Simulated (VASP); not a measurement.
# MgSe (Fm-3m) in VASP: G0W0 quasiparticle levels with LDA

Aim: the G0W0 quasiparticle levels of MgSe with LDA.

Everything below comes from runs of VASP 6.6.1. Logs are shortened: lines on timing, memory, paths and dates and some standing lists are left out, and cuts for length are marked.

## 1. The cell of the first run

Symmetry: Fm-3m, No. 225, cubic system. Conventional cell: a = 5.473 Å, b = 5.473 Å, c = 5.473 Å, α = 90.00°, β = 90.00°, γ = 90.00°. Mg (site symmetry m-3m) has 6 Se at 2.74 Å within 3.6 Å. Se (site symmetry m-3m) has 6 Mg at 2.74 Å within 3.6 Å.

## 2. G0W0 quasiparticle levels, LDA

The input, POSCAR:

```
MgSe
1.0
    0.0000000000      2.7362693767      2.7362693767
    2.7362693767      0.0000000000      2.7362693767
    2.7362693767      2.7362693767      0.0000000000
Mg Se
1 1
Direct
    0.0000000000      0.0000000000      0.0000000000
    0.5000000000      0.5000000000      0.5000000000
```

The input, INCAR.step1:

```
PREC = Accurate
ENCUT = 500
EDIFF = 1E-8
ISMEAR = 0
SIGMA = 0.01
LREAL = F
LASPH = T
NELM = 60
ALGO = Normal
LWAVE = T
LCHARG = F
```

The input, INCAR.step2:

```
PREC = Accurate
ENCUT = 500
EDIFF = 1E-8
ISMEAR = 0
SIGMA = 0.01
LREAL = F
LASPH = T
NELM = 1
ALGO = Exact
LWAVE = T
LCHARG = F
NBANDS = 64
LOPTICS = T
ISTART = 1
```

The input, INCAR.step3:

```
PREC = Accurate
ENCUT = 500
EDIFF = 1E-8
ISMEAR = 0
SIGMA = 0.01
LREAL = F
LASPH = T
ALGO = EVGW0
LWAVE = F
LCHARG = F
NELMGW = 1
NBANDS = 64
ENCUTGW = 80.0
NOMEGA = 48
PRECFOCK = Fast
ISTART = 1
NBANDSGW = 12
```

The input, KPOINTS:

```
Automatic mesh
0
Gamma
  4 4 4
```

Potentials or basis: VASP PAW LDA potentials, release 64 (Mg_GW, Se_GW).

Command:

```
$ cat potpaw_LDA.64/Mg_GW/POTCAR potpaw_LDA.64/Se_GW/POTCAR > POTCAR
$ cp INCAR.step1 INCAR
$ mpirun -np 1 vasp_std > vasp.out
$ cp INCAR.step2 INCAR
$ mpirun -np 1 vasp_std > vasp.out
$ cp INCAR.step3 INCAR
$ mpirun -np 1 vasp_std > vasp.out
```

OUTCAR:

```text
PREC = Accurate
   ENCUT = 500
   EDIFF = 1E-8
   ISMEAR = 0
   LREAL = F
   LASPH = T
   NELMGW = 1
   ENCUTGW = 80.0
   PRECFOCK = Fast
   ISTART = 1

 ion  position               nearest neighbor table
   1  0.000  0.000  0.000-
   2  0.500  0.500  0.500-

  LATTYP: Found a face centered cubic cell.
 ALAT       =     5.4725387534

  Lattice vectors:

 A1 = (   0.0000000000,   2.7362693767,   2.7362693767)
 A2 = (   2.7362693767,   0.0000000000,   2.7362693767)
 A3 = (   2.7362693767,   2.7362693767,   0.0000000000)

Analysis of symmetry for initial positions (statically):
=====================================================================
 Subroutine PRICEL returns:
 Original cell was already a primitive cell.

 Routine SETGRP: Setting up the symmetry group for a
 face centered cubic supercell.

 Subroutine GETGRP returns: Found 48 space group operations
 (whereof 48 operations were pure point group operations)
 out of a pool of 48 trial point group operations.

The static configuration has the point symmetry O_h .

Analysis of symmetry for dynamics (positions and initial velocities):
=====================================================================
 Subroutine PRICEL returns:
 Original cell was already a primitive cell.

 Routine SETGRP: Setting up the symmetry group for a
 face centered cubic supercell.

 Subroutine GETGRP returns: Found 48 space group operations
 (whereof 48 operations were pure point group operations)
 out of a pool of 48 trial point group operations.

[... 71 lines left out ...]
   NGX,Y,Z   is equivalent  to a cutoff of  12.03, 12.03, 12.03 a.u.
   NGXF,Y,Z  is equivalent  to a cutoff of  24.06, 24.06, 24.06 a.u.
 SYSTEM =  unknown system
   PREC   = accura    normal or accurate (medium, high low for compatibility)
   ISTART =      1    job   : 0-new  1-cont  2-samecut
   ICHARG =      0    charge: 1-file 2-atom 10-const
   ISPIN  =      1    spin polarized calculation?
   LNONCOLLINEAR =      F non collinear calculations
   LSORBIT =      F    spin-orbit coupling
   LASPH  =      T    aspherical Exc in radial PAW
   ENCUT  =  500.0 eV  36.75 Ry    6.06 a.u.   7.06  7.06  7.06*2*pi/ulx,y,z
   NELM   =     60;   NELMIN=  2; NELMDL=  0     # of ELM steps
   EDIFF  = 0.1E-07   stopping-criterion for ELM
   LREAL  =      F    real-space projection
   EDIFFG = 0.1E-06   stopping-criterion for IOM
   NSW    =      0    number of steps for IOM
   IBRION =     -1    ionic relax: 0-MD 1-quasi-New 2-CG
   NFREE  =      0    steps in history (QN), initial steepest desc. (CG)
   ISIF   =      0    stress and relaxation
   ISYM   =      3    0-nonsym 1-usesym 2-fastsym
   POTIM  = 0.5000    time-step for ionic-motion
   TEBEG  =    0.0;   TEEND  =   0.0 temperature during run
   PSTRESS=    0.0 pullay stress
   NELECT =       8.0000    total number of electrons
   NUPDOWN=      -1.0000    fix difference up-down
   EMIN   =  10.00;   EMAX   =-10.00  energy-range for DOS
   EFERMI =   0.00;   METHOD = LEGACY
   ISMEAR =     0;   SIGMA  =   0.01  broadening in eV -4-tet -1-fermi 0-gaus
   EFERMI_NEDOS =   21; number of points for ismear=-14 and -15
   IALGO  =     38    algorithm
   IMIX   =      4    mixing-type and parameters
     AMIX     =   0.40;   BMIX     =  1.00
     AMIX_MAG =   1.60;   BMIX_MAG =  1.00
  volume/ion in A,a.u.               =      20.49       138.25
  Fermi-wavevector in a.u.,A,eV,Ry     =   0.949735  1.794740 12.272420  0.901997
  Thomas-Fermi vector in A             =   2.078046
   LORBIT       =      0    0 simple, 1 ext, 2 COOP (PROOUT), +10 PAW based schemes
   GGA     = CA    functional components
   LHFCALC =     T    Hartree Fock is set to
   PRECFOCK=fast      Normal, Fast or Accurate (Low or Medium for compatibility)
   ENCUT4O =  -1.0   cutoff for four orbital integrals eV
   NKREDX  =     1    reduce k-point grid by
   NKREDY  =     1    reduce k-point grid by
   NKREDZ  =     1    reduce k-point grid by
   AEXX    =    1.0000 exact exchange contribution
   HFSCREEN=    0.0000 screening length (either q_TF or 0.3 A-1)
   HFSCREENC=   0.0000 screening length for correlation (either q_TF or 0.3 A-1)
   ENCUTFOCK=  -1.0 apply spherical cutoff to Coloumb kernel
   IVDW    =     0    specifies the selected vdW correction
   LEPSILON=     F    determine dielectric tensor
   LRPA    =     F    only Hartree local field effects (RPA)
   LRPAFORCE           =     F    calculate RPA forces
   ENCUTGW             =  80.0    cutoff for response function in eV
   ENCUTGWSOFT         =  64.0    soft cutoff for Coulomb kernel in GW response function in eV
   ENCUTLF             =  -1.0    cutoff for local field effects
   NELMGW              =     1    number of iterations in solving QP/BSE equation
   NELMHF              =     1    number of iterations in the inner HF iteration
   NKREDLFX            =     1    NKREDLFY  =   1   NKREDLFZ  =   1
 non-spin polarized calculation
 Gauss-broadening in eV      SIGMA  =   0.01
  energy-cutoff  :      500.00
  volume of cell :       40.97
 maximum number of plane-waves:      1056
  NGX = 16; NGY = 16; NGZ = 16
   NGX = 15   NGY = 15   NGZ = 15
 maximum number of plane-waves:        70
 NGX is ok and might be reduce to    14

 QP shifts <psi_nk| G(iteration)W_0 |psi_nk>: iteration 1
 for sc-GW calculations column KS-energies equals QP-energies in previous step
 and V_xc(KS)=  KS-energies - (<T + V_ion + V_H > + <T+V_H+V_ion>^1  + <V_x>^1)

 k-point   1 :       0.0000    0.0000    0.0000
  band No.  KS-energies  QP-energies   sigma(KS)   V_xc(KS)     V^pw_x(r,r')   Z            occupation Imag(sigma)

      1      -9.8015     -10.2059     -12.8128     -12.2287     -19.6444       0.6923       2.0000       1.3555
      2       3.1031       2.7437     -12.7888     -12.3228     -14.7247       0.7712       2.0000       0.0808
      3       3.1031       2.7437     -12.7888     -12.3228     -14.7247       0.7712       2.0000       0.0808
      4       3.1031       2.7437     -12.7888     -12.3228     -14.7247       0.7712       2.0000       0.0808
      5       5.3888       6.3535      -8.6536      -9.8797      -5.1033       0.7868       0.0000      -0.0812
      6      10.4389      11.0214      -8.0508      -8.8039      -3.7528       0.7735       0.0000      -0.1295
      7      10.4389      11.0214      -8.0508      -8.8039      -3.7528       0.7735       0.0000      -0.1295
      8      10.4389      11.0214      -8.0508      -8.8039      -3.7528       0.7735       0.0000      -0.1295
      9      12.9953      13.7123      -8.6708      -9.6191      -3.9863       0.7560       0.0000      -0.2186
     10      12.9953      13.7123      -8.6708      -9.6191      -3.9863       0.7560       0.0000      -0.2186
     11      13.9376      14.2028      -7.1115      -7.4642      -1.8247       0.7520       0.0000      -0.3096
     12      13.9853      14.7661      -7.7029      -8.7655      -2.1742       0.7347       0.0000      -0.3900
[... 100 lines left out ...]
      1      -8.3503      -8.5280     -13.4453     -13.1920     -19.9629       0.7015       2.0000       1.1025
      2      -0.2007      -0.7946     -11.3968     -10.5905     -14.0620       0.7365       2.0000       0.1459
      3      -0.2007      -0.7946     -11.3968     -10.5905     -14.0620       0.7365       2.0000       0.1459
      4       0.5297       0.0763     -11.2519     -10.6465     -13.5048       0.7489       2.0000       0.1153
      5       7.4510       8.2749      -9.1135     -10.1805      -5.4740       0.7721       0.0000      -0.0974
      6       9.8556      10.6351      -8.0386      -9.0620      -3.5275       0.7617       0.0000      -0.1553
      7      10.5692      11.1886      -8.6363      -9.4457      -4.2771       0.7653       0.0000      -0.1456
      8      10.5692      11.1886      -8.6363      -9.4457      -4.2771       0.7653       0.0000      -0.1456
      9      15.8664      16.6901      -8.6346      -9.7437      -2.8726       0.7426       0.0000      -0.5781
     10      15.8664      16.6901      -8.6346      -9.7437      -2.8726       0.7426       0.0000      -0.5781
     11      17.6471      18.5273      -8.8370      -9.9953      -3.2526       0.7599       0.0000      -0.6215
     12      19.4081      20.0389      -9.6111     -10.4503      -3.9312       0.7517       0.0000      -0.6727
```

It took 90 s on 1 thread of Intel Xeon 8259CL, shared host; peak memory 0.37 GiB.

Results:

```
Band gap on the k mesh, mean-field level : 1.59 eV, indirect (least direct gap 2.29 eV)
Quasiparticle gap                        : 2.70 eV
Least direct quasiparticle gap           : 3.61 eV
```

Caveat: the k points lie up to 0.50 Å⁻¹ apart; bands, screening cutoff and mesh are small and nothing is extrapolated, so the quasiparticle values aren't converged. A k mesh can miss the band edges.
